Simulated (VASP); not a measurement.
# Ca2SiN2 (P-3m1) in VASP: notebook

Runs on Ca2SiN2. Level: PBE. Tasks: single point.

All numbers are computed with VASP 6.6.1; they aren't measurements. Logs are shortened: lines on timing, memory, paths and dates and some standing lists are left out, and cuts for length are marked.

## Step 1: The cell of the first run

Symmetry: P-3m1, No. 164, trigonal system. Conventional cell: a = 4.160 Å, b = 4.160 Å, c = 5.292 Å, α = 90.00°, β = 90.00°, γ = 120.00°. Within 3.3 Å of Ca (site symmetry 3m) lie 5 N at 2.42 to 2.74 Å and 3 Si at 2.84 Å and 3 Ca at 3.29 Å. Within 3.5 Å of Si (site symmetry -3m) lie 6 N at 2.69 Å and 6 Ca at 2.84 Å. N (site symmetry 3m) has 5 Ca at 2.42 to 2.74 Å and 3 Si at 2.69 Å within 3.2 Å.

The cell was built from a structure type or drawn by symmetry, and may not be a known phase.

## Step 2: Single point, PBE

Contents of INCAR:

```
ALGO = Normal
EDIFF = 1E-6
ENCUT = 600
GGA = PE
GGA_COMPAT = False
ISIF = 2
ISMEAR = 0
LASPH = True
LCHARG = True
LELF = True
LREAL = False
LVHAR = True
LWAVE = False
NBANDS = 25
NELM = 120
PREC = Accurate
SIGMA = 0.1
```

Contents of KPOINTS:

```
k-points
0
Gamma
  12 12 8
```

Contents of POSCAR:

```
Ca2SiN2
1.0
    4.1599295131      0.0000000000      0.0000000000
   -2.0799647565      3.6026046363      0.0000000000
    0.0000000000      0.0000000000      5.2923290957
Ca Si N
2 1 2
Direct
    0.6666666667      0.3333333333      0.7119428718
    0.3333333333      0.6666666667      0.2880571282
    0.0000000000      0.0000000000      0.0000000000
    0.3333333333      0.6666666667      0.7706169025
    0.6666666667      0.3333333333      0.2293830975
```

Potentials or basis: VASP PAW PBE potentials, release 64 (Ca_sv, Si, N).

The run is started by

```sh
$ cat potpaw_PBE.64/Ca_sv/POTCAR potpaw_PBE.64/Si/POTCAR potpaw_PBE.64/N/POTCAR > POTCAR
$ mpirun -np 1 vasp_std > vasp.out
```

OUTCAR:

```text
EDIFF = 1E-6
   ENCUT = 600
   GGA = PE
   ISIF = 2
   ISMEAR = 0
   LASPH = True
   LREAL = False
   NELM = 120
   PREC = Accurate

 ion  position               nearest neighbor table
   1  0.667  0.333  0.712-   4 2.42   4 2.42   4 2.42   3 2.84   3 2.84   3 2.84
   2  0.333  0.667  0.288-   5 2.42   5 2.42   5 2.42   3 2.84   3 2.84   3 2.84
   3  0.000  0.000  0.000-   1 2.84   2 2.84   2 2.84   1 2.84   1 2.84   2 2.84
   4  0.333  0.667  0.771-   1 2.42   1 2.42   1 2.42
   5  0.667  0.333  0.229-   2 2.42   2 2.42   2 2.42

  LATTYP: Found a hexagonal cell.
 ALAT       =     4.1599295131
 C/A-ratio  =     1.2722160505

  Lattice vectors:

 A1 = (   4.1599295131,   0.0000000000,   0.0000000000)
 A2 = (  -2.0799647565,   3.6026046363,   0.0000000000)
 A3 = (   0.0000000000,   0.0000000000,   5.2923290957)

Analysis of symmetry for initial positions (statically):
=====================================================================
 Subroutine PRICEL returns:
 Original cell was already a primitive cell.

 Routine SETGRP: Setting up the symmetry group for a
 hexagonal supercell.

 Subroutine GETGRP returns: Found 12 space group operations
 (whereof 12 operations were pure point group operations)
 out of a pool of 24 trial point group operations.

The static configuration has the point symmetry D_3d.

Analysis of symmetry for dynamics (positions and initial velocities):
=====================================================================
 Subroutine PRICEL returns:
 Original cell was already a primitive cell.

 Routine SETGRP: Setting up the symmetry group for a
 hexagonal supercell.

 Subroutine GETGRP returns: Found 12 space group operations
 (whereof 12 operations were pure point group operations)
 out of a pool of 24 trial point group operations.

The dynamic configuration has the point symmetry D_3d.

 Subroutine INISYM returns: Found 12 space group operations
 (whereof 12 operations are pure point group operations),
 and found     1 'primitive' translations

----------------------------------------------------------------------------------------

                                     Primitive cell

  volume of cell :      79.3139

  direct lattice vectors                    reciprocal lattice vectors
     4.159929513  0.000000000  0.000000000     0.240388689  0.138788474  0.000000000
    -2.079964756  3.602604636  0.000000000     0.000000000  0.277576948  0.000000000
     0.000000000  0.000000000  5.292329096     0.000000000  0.000000000  0.188952724

  length of vectors
     4.159929513  4.159929513  5.292329096     0.277576948  0.277576948  0.188952724

  position of ions in fractional coordinates (direct lattice)
     0.666666667  0.333333333  0.711942872
     0.333333333  0.666666667  0.288057128
     0.000000000  0.000000000  0.000000000
     0.333333333  0.666666667  0.770616903
     0.666666667  0.333333333  0.229383097

  ion indices of the primitive-cell ions
   primitive index   ion index
                 1           1
                 2           2
                 3           3
                 4           4
                 5           5

----------------------------------------------------------------------------------------

 KPOINTS: k-points

Automatic generation of k-mesh.
 Grid dimensions read from file:
 generate k-points for:   12   12    8

 Generating k-lattice:

  Cartesian coordinates                     Fractional coordinates (reciprocal lattice)
     0.020032391  0.011565706  0.000000000     0.083333333  0.000000000  0.000000000
     0.000000000  0.023131412  0.000000000     0.000000000  0.083333333  0.000000000
     0.000000000  0.000000000  0.023619091     0.000000000  0.000000000  0.125000000

  Length of vectors
     0.023131412  0.023131412  0.023619091

  Shift w.r.t. Gamma in fractional coordinates (k-lattice)
     0.000000000  0.000000000  0.000000000

 Subroutine IBZKPT returns following result:
 ===========================================

 Found    131 irreducible k-points:

 Following reciprocal coordinates:
            Coordinates               Weight
  0.000000  0.000000  0.000000      1.000000
  0.083333  0.000000  0.000000      6.000000
  0.166667  0.000000  0.000000      6.000000
  0.250000  0.000000  0.000000      6.000000
  0.333333  0.000000  0.000000      6.000000
  0.416667  0.000000  0.000000      6.000000
[... 16 lines left out ...]
  0.166667  0.000000  0.125000      6.000000
  0.000000  0.166667  0.125000      6.000000
 [... further k-points ...]
   k-points           NKPTS =    131   k-points in BZ     NKDIM =    131   number of bands    NBANDS=     25
   number of dos      NEDOS =    301   number of ions     NIONS =      5
   total plane-waves  NPLWV =  54432
   dimension x,y,z NGX =    36 NGY =   36 NGZ =   42
   dimension x,y,z NGXF=    72 NGYF=   72 NGZF=   84
   ions per type =               2   1   2
   NGX,Y,Z   is equivalent  to a cutoff of  14.39, 14.39, 13.19 a.u.
   NGXF,Y,Z  is equivalent  to a cutoff of  28.77, 28.77, 26.39 a.u.
 SYSTEM =  unknown system
   PREC   = accura    normal or accurate (medium, high low for compatibility)
   ISTART =      0    job   : 0-new  1-cont  2-samecut
   ICHARG =      2    charge: 1-file 2-atom 10-const
   ISPIN  =      1    spin polarized calculation?
   LNONCOLLINEAR =      F non collinear calculations
   LSORBIT =      F    spin-orbit coupling
   LASPH  =      T    aspherical Exc in radial PAW
   ENCUT  =  600.0 eV  44.10 Ry    6.64 a.u.   8.31  8.31 10.57*2*pi/ulx,y,z
   NELM   =    120;   NELMIN=  2; NELMDL= -5     # of ELM steps
   EDIFF  = 0.1E-05   stopping-criterion for ELM
   LREAL  =      F    real-space projection
   EDIFFG = 0.1E-04   stopping-criterion for IOM
   NSW    =      0    number of steps for IOM
   IBRION =     -1    ionic relax: 0-MD 1-quasi-New 2-CG
   NFREE  =      0    steps in history (QN), initial steepest desc. (CG)
   ISIF   =      2    stress and relaxation
   ISYM   =      2    0-nonsym 1-usesym 2-fastsym
   POTIM  = 0.5000    time-step for ionic-motion
   TEBEG  =    0.0;   TEEND  =   0.0 temperature during run
   PSTRESS=    0.0 pullay stress
   NELECT =      34.0000    total number of electrons
   NUPDOWN=      -1.0000    fix difference up-down
   EMIN   =  10.00;   EMAX   =-10.00  energy-range for DOS
   EFERMI =   0.00;   METHOD = LEGACY
   ISMEAR =     0;   SIGMA  =   0.10  broadening in eV -4-tet -1-fermi 0-gaus
   EFERMI_NEDOS =   21; number of points for ismear=-14 and -15
   IALGO  =     38    algorithm
   IMIX   =      4    mixing-type and parameters
     AMIX     =   0.40;   BMIX     =  1.00
     AMIX_MAG =   1.60;   BMIX_MAG =  1.00
  volume/ion in A,a.u.               =      15.86       107.05
  Fermi-wavevector in a.u.,A,eV,Ry     =   1.234387  2.332653 20.731350  1.523711
  Thomas-Fermi vector in A             =   2.369079
   LORBIT       =      0    0 simple, 1 ext, 2 COOP (PROOUT), +10 PAW based schemes
   GGA     = PE    functional components
   LHFCALC =     F    Hartree Fock is set to
   AEXX    =    0.0000 exact exchange contribution
   IVDW    =     0    specifies the selected vdW correction
   LEPSILON=     F    determine dielectric tensor
   LRPA    =     F    only Hartree local field effects (RPA)
 non-spin polarized calculation
 Gauss-broadening in eV      SIGMA  =   0.10
  energy-cutoff  :      600.00
  volume of cell :       79.31
 maximum number of plane-waves:      2677
 NGX is ok and might be reduce to    36
   NGX = 17   NGY = 17   NGZ = 21

 number of electron      34.0000003 magnetization

 Free energy of the ion-electron system (eV)
  ---------------------------------------------------
  ext. energy  EPLUGINS =         0.00000000
  ---------------------------------------------------
  free energy    TOTEN  =       -25.82305591 eV

  energy without entropy =      -25.81902163  energy(sigma->0) =      -25.82103877

 E-fermi :   4.5509     XC(G=0): -10.1926

 val. band max:        4.5364089034   @ k =   0.3333   0.2500   0.5000
 cond. band min:       4.5588575510   @ k =   0.3333   0.3333   0.3750
 fundamental gap:      0.0224486476
 Fermi energy:         4.5508561811

 k-point     1 :       0.0000    0.0000    0.0000
  band No.  band energies     occupation
      1     -34.9571      2.00000
      2     -34.8780      2.00000
      3     -16.2315      2.00000
      4     -16.0839      2.00000
      5     -16.0839      2.00000
      6     -15.9485      2.00000
[... 17 lines left out ...]
     24       9.5311      0.00000
     25      10.8559      0.00000

 k-point     2 :       0.0833    0.0000    0.0000
  band No.  band energies     occupation
      1     -34.9555      2.00000
      2     -34.8788      2.00000
      3     -16.2259      2.00000
      4     -16.0986      2.00000
      5     -16.0885      2.00000
      6     -15.9613      2.00000
[... 17 lines left out ...]
     24       9.6200      0.00000
     25      10.8279      0.00000

 k-point     3 :       0.1667    0.0000    0.0000
  band No.  band energies     occupation
      1     -34.9507      2.00000
      2     -34.8809      2.00000
      3     -16.2110      2.00000
      4     -16.1366      2.00000
      5     -16.1008      2.00000
      6     -15.9938      2.00000
[... 17 lines left out ...]
     24       9.7239      0.00000
     25      10.7763      0.00000

 k-point     4 :       0.2500    0.0000    0.0000
  band No.  band energies     occupation
      1     -34.9434      2.00000
      2     -34.8846      2.00000
      3     -16.1967      2.00000
      4     -16.1832      2.00000
      5     -16.1166      2.00000
      6     -16.0291      2.00000
[... 17 lines left out ...]
     24       9.8712      0.00000
     25      10.6602      0.00000
[... 477 lines left out ...]
 k-point    22 :       0.0000    0.0833    0.1250
  band No.  band energies     occupation
      1     -34.9540      2.00000
      2     -34.8802      2.00000
      3     -16.2194      2.00000
      4     -16.0962      2.00000
      5     -16.0851      2.00000
      6     -15.9644      2.00000
[... 17 lines left out ...]
     24       9.8868      0.00000
     25      10.8447      0.00000

 k-point    23 :       0.1667    0.0000    0.1250
  band No.  band energies     occupation
      1     -34.9493      2.00000
      2     -34.8823      2.00000
      3     -16.2152      2.00000
      4     -16.1226      2.00000
      5     -16.0986      2.00000
      6     -16.0075      2.00000
[... 17 lines left out ...]
     24       9.9514      0.00000
     25      10.7997      0.00000

 k-point    24 :       0.0000    0.1667    0.1250
  band No.  band energies     occupation
      1     -34.9493      2.00000
      2     -34.8822      2.00000
      3     -16.2152      2.00000
      4     -16.1329      2.00000
      5     -16.0965      2.00000
      6     -15.9923      2.00000
[... 17 lines left out ...]
     24       9.9446      0.00000
     25      10.7726      0.00000

 [... further k-points ...]
[... 5 lines left out ...]
  --------------------------------------------------------------------------------------
  -------------------------------------------------------------------------------------
  Total        0.1562798      0.1562798      0.0930477      0.0000000      0.0000000      0.0000000
  in kB        3.1569230      3.1569230      1.8796064      0.0000000      0.0000000      0.0000000
  external PRESSURE =       2.7311508 kB  Pullay stress =       0.0000000 kB

 VOLUME and BASIS-vectors are now :
 -----------------------------------------------------------------------------
  energy-cutoff  :      600.00
  volume of cell :       79.31
      direct lattice vectors                 reciprocal lattice vectors
     4.159929513  0.000000000  0.000000000     0.240388689  0.138788474  0.000000000
    -2.079964756  3.602604636  0.000000000     0.000000000  0.277576948  0.000000000
     0.000000000  0.000000000  5.292329096     0.000000000  0.000000000  0.188952724

 POSITION                                       TOTAL-FORCE (eV/Angst)
 -----------------------------------------------------------------------------------
      2.07996      1.20087      3.76784         0.000000      0.000000     -0.008486
     -0.00000      2.40174      1.52449        -0.000000      0.000000      0.008486
      0.00000      0.00000      0.00000        -0.000000      0.000000      0.000000
     -0.00000      2.40174      4.07836        -0.000000      0.000000      0.011501
      2.07996      1.20087      1.21397         0.000000      0.000000     -0.011501
 -----------------------------------------------------------------------------------
    total drift:                               -0.000000      0.000000     -0.000000

  FREE ENERGIE OF THE ION-ELECTRON SYSTEM (eV)
  ---------------------------------------------------
  free  energy   TOTEN  =       -25.8230559064 eV

  energy  without entropy=      -25.8190216267  energy(sigma->0) =      -25.82103877
```

Wall time 2.2 min (1 thread of Intel Xeon 6975P-C (Granite Rapids), shared host); peak memory 0.44 GiB.

What came out:

| Property | Result |
| --- | --- |
| Free energy | -25.8231 eV |
| Pressure | 0.3 GPa |
| Largest force | 0.012 eV/Å |
| Band gap on the k mesh | zero (bands 17 and 18 overlap by 0.38 eV) |

Forces on the atoms (eV/Å):
```
Ca   0.000  0.000 -0.008
Ca   0.000  0.000  0.008
Si   0.000  0.000  0.000
N    0.000  0.000  0.012
N    0.000  0.000 -0.012
```

[end of part 1 of 2]
